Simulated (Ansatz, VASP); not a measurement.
**One calculation of Sc, two programs**

```
Sc
1.0
    -1.89129    1.89129    1.69439
     1.89129   -1.89129    1.69439
     1.89129    1.89129   -1.69439
Sc
1
Direct
  0.00000 0.00000 0.00000
```

Change from the starting cell: volume scaled by 0.96.

Alike in both runs: task single point; functional PBE; k mesh 10 × 10 × 10; occupations fermi-dirac, width 0.05 eV; no spin polarisation.

|  | VASP | Ansatz |
| --- | --- | --- |
| version | VASP 6.6.1 | Ansatz 0.2.0 |
| potentials or method | VASP PAW PBE potentials, release 64 (Sc_sv), cutoff 520 eV | all-electron LAPW, scalar-relativistic |

Ansatz gave:

- gap on the k mesh at the Fermi level (eV): none
- pressure (GPa): 1.3
- traceless stress, the component that is largest in VASP (GPa): 0.77

**Question.** Which values does VASP return?

**Answer.** gap on the k mesh at the Fermi level (eV): none; pressure (GPa): 1.4; traceless stress, the component that is largest in VASP (GPa): 0.76.

A gap of «none» marks a metal or a gap that the smearing closes. Ansatz ran all-electron here, and VASP with PAW potentials.
